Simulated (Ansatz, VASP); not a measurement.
Cd3Se2S in VASP and in Ansatz

```xyz
12
Lattice="4.3197 0.0000 0.0000 -2.1599 3.7410 0.0000 0.0000 0.0000 21.1479" Properties=species:S:1:pos:R:3 pbc="T T T"
Cd    2.1599    1.2470    3.5301
Cd    2.1599    1.2470   10.4813
Cd    2.1599    1.2470   17.7250
Cd    0.0000    2.4940   21.0553
Cd    0.0000    2.4940    7.1510
Cd    0.0000    2.4940   14.1040
Se    2.1599    1.2470    6.2139
Se    2.1599    1.2470   13.1703
Se    0.0000    2.4940    2.5964
Se    0.0000    2.4940   16.7879
S     2.1599    1.2470   20.2960
S     0.0000    2.4940    9.7220
```

Alike in both runs: task relaxation of cell and atoms; functional PBE; k mesh 6 × 6 × 2; occupations gaussian, width 0.02 eV; no spin polarisation.

|  | VASP | Ansatz |
| --- | --- | --- |
| version | VASP 6.6.1 | Ansatz 0.2.0 |
| potentials or method | VASP PAW PBE potentials, release 64 (Cd, Se, S), cutoff 600 eV | scalar-relativistic, plane waves, PAW |
| valence electrons in the cell | 108 | 196 |

```csv
,VASP,Ansatz,Ansatz less VASP
"gap on the k mesh at the Fermi level, each at its own relaxed structure (eV)",0.60,0.62,+0.015
relaxed volume (Å³/atom),28.65,28.48,-0.166
relaxed cell length with the largest relative difference (Å),4.328,4.320,-0.0084
```

VASP's potentials hold 108 valence electrons a cell and Ansatz's 196, so a difference there can come from the potentials and not from the codes.
